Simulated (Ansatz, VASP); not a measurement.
**BiS: VASP beside Ansatz**

INCAR

```
ALGO = Normal
EDIFF = 1E-6
ENCUT = 520
GGA = PS
ISIF = 2
ISMEAR = 0
LASPH = True
LCHARG = False
LREAL = False
LWAVE = False
NBANDS = 18
NELM = 80
PREC = Accurate
SIGMA = 0.05
```

File KPOINTS:

```
k-points
0
Gamma
  10 10 10
```

File POSCAR:

```
BiS
1.0
    3.5216116037      0.0000000000      0.0000000000
    0.0000000000      3.5216116037      0.0176080580
    0.0000000000      0.0176080580      3.5216116037
Bi S
1 1
Direct
    0.0000000000      0.0000000000      0.0000000000
    0.5000000000      0.5000000000      0.5000000000
```

Input for Ansatz:

```yaml
crystal:
  lattice:
    - [3.5216116037, 0.0, 0.0]
    - [0.0, 3.5216116037, 0.017608058]
    - [0.0, 0.017608058, 3.5216116037]
  atoms:
    - { symbol: Bi, position: [0.0, 0.0, 0.0] }
    - { symbol: S, position: [0.5, 0.5, 0.5] }
basis:
  ecutwfc: 420
  ecutrho_ratio: 4
kpoints:
  mp_grid: { grid: [10, 10, 10] }
hamiltonian:
  xc: pbesol
scf:
  occupations: { method: gaussian, width: 0.05 }
output:
  forces: true
  stress: true
  eigenvalues: true
```

Change from the starting cell: strain e4 = +0.01, atoms carried along.

Alike in both runs: task single point; functional PBEsol; k mesh 10 × 10 × 10; occupations gaussian, width 0.05 eV; no spin polarisation.

|  | VASP | Ansatz |
| --- | --- | --- |
| version | VASP 6.6.1 | Ansatz 0.2.0 |
| potentials or method | VASP PAW PBE potentials, release 64 (Bi_d, S), cutoff 520 eV | scalar-relativistic, plane waves, PAW |
| valence electrons in the cell | 21 | 21 |

|  | VASP | Ansatz | Ansatz less VASP |
| --- | --- | --- | --- |
| gap on the k mesh at the Fermi level (eV) | none | none | - |
| pressure (GPa) | 0.0 | 0.0 | +0.02 |
| traceless stress, the component that is largest in VASP (GPa) | 0.08 | 0.09 | +0.002 |

VASP's potentials were made for PBE, not for PBEsol. A gap of «none» marks a metal or a gap that the smearing closes.

Neither program's run includes spin-orbit coupling.
